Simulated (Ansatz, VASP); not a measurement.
**One calculation of TiO, two programs**

```
Ti O
1.0
     4.05599    0.00000    0.00000
     0.00000    4.05599    0.00000
     0.00000    0.00000    4.05599
Ti O
3 3
Direct
  0.50000 0.50000 0.00000
  0.00000 0.50000 0.50000
  0.50000 0.00000 0.50000
  0.00000 0.50000 0.00000
  0.50000 0.00000 0.00000
  0.00000 0.00000 0.50000
```

Alike in both runs: functional r2SCAN; k mesh 10 × 10 × 10; occupations gaussian, width 0.1 eV; no spin polarisation.

Ansatz relaxed the structure, and its values are those at the end. VASP's run is a single point on that final structure, the one shown.

|  | VASP | Ansatz |
| --- | --- | --- |
| version | VASP 6.6.1 | Ansatz 0.2.0 |
| potentials or method | VASP PAW PBE potentials, release 64 (Ti_sv, O), cutoff 520 eV | scalar-relativistic, plane waves, PAW |
| valence electrons in the cell | 54 | 54 |

VASP gave:

* gap on the k mesh at the Fermi level (eV): none
* pressure (GPa): 2.1

**Question.** What did Ansatz give for the same quantities?

**Answer.** gap on the k mesh at the Fermi level (eV): none; pressure (GPa): 0.0.

VASP's potentials were made for PBE, not for r2SCAN. A gap of «none» marks a metal or a gap that the smearing closes.
